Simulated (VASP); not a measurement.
A run of VASP 6.6.1:

The input INCAR:

```
ALGO = Normal
EDIFF = 1E-7
EDIFFG = -0.04
ENCUT = 600
GGA = PE
IBRION = 2
ISIF = 3
ISMEAR = 0
LASPH = T
LCHARG = F
LREAL = F
LWAVE = F
NELM = 100
NSW = 90
PREC = Accurate
SIGMA = 0.1
```

KPOINTS

```
k-points
0
Gamma
  6 6 4
```

Contents of POSCAR:

```
ZrH2Br
1.0
    3.5619329500      0.0000000000      0.0000000000
   -1.7809664700      3.0847244200      0.0000000000
    0.0000000000      0.0000000000      6.1219478300
Zr H Br
1 2 1
Direct
    0.0000000000      0.0000000000      0.0000000000
    0.3333333300      0.6666666700      0.2386363400
    0.6666666700      0.3333333300      0.7613636600
    0.0000000000      0.0000000000      0.5000000000
```

Potentials or basis: VASP PAW PBE potentials, release 64 (Zr_sv, H, Br).

Command:

```console
$ cat potpaw_PBE.64/Zr_sv/POTCAR potpaw_PBE.64/H/POTCAR potpaw_PBE.64/Br/POTCAR > POTCAR
$ mpirun -np 1 vasp_std > vasp.out
```

Hardware: 1 thread of Intel(R) Xeon(R) Platinum 8259CL CPU @ 2.50GHz (Skylake/Cascade Lake), with other jobs on the host.

How long does it take, and how much memory?

It took 6.1 min on 1 thread of Intel(R) Xeon(R) Platinum 8259CL CPU @ 2.50GHz (Skylake/Cascade Lake), with other jobs on the host, peak memory 0.23 GiB. Counts: scf iterations 195, k points 24, ion steps 21.
